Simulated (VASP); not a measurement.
Runs of VASP 6.6.1 on C. The structure is that of space group Fmmm (No. 69), or close to it. The cells are those of the table. 

```tsv
cell	pressure (GPa)	largest force (eV/Å)
a = 4.086, b = 3.711, c = 2.419 Å, angles 80.6, 63.6, 35.7°, 2 atoms	14.0	-
a = 4.057, b = 3.667, c = 2.456 Å, angles 80.4, 63.0, 36.6°, 2 atoms	0.9	0.01
a = 4.070, b = 3.705, c = 2.382 Å, angles 80.7, 64.0, 35.3°, 2 atoms	29.2	-
a = 4.132, b = 3.762, c = 2.419 Å, angles 80.7, 64.0, 35.3°, 2 atoms	13.7	-
a = 4.103, b = 3.717, c = 2.456 Å, angles 80.5, 63.3, 36.2°, 2 atoms	(b)	-
a = 4.040, b = 3.661, c = 2.419 Å, angles 80.5, 63.3, 36.2°, 2 atoms	14.3	-
a = 4.024, b = 3.654, c = 2.382 Å, angles 80.6, 63.6, 35.7°, 2 atoms	29.8	-
a = 4.162, b = 3.806, c = 2.382 Å, angles 81.0, 64.6, 34.4°, 2 atoms	28.2	0.01
a = 4.116, b = 3.756, c = 2.382 Å, angles 80.9, 64.3, 34.8°, 2 atoms	28.7	0.01
a = 4.209, b = 3.857, c = 2.382 Å, angles 81.1, 64.9, 34.0°, 2 atoms	(a)	0.01
```

Alike in all rows: task single point; level r2SCAN; potentials or basis VASP PAW PBE potentials, release 64 (C); no spin polarisation; k mesh 14 × 14 × 14; cutoff (eV) 520; smearing gaussian 0.05 eV.

Q: Estimate the missing entries.

A: (a) 27.7; (b) 0.7.

Caveats: the PAW data sets were made with another functional, which shifts forces and pressure a little; the cell stands under pressure (at least some runs).
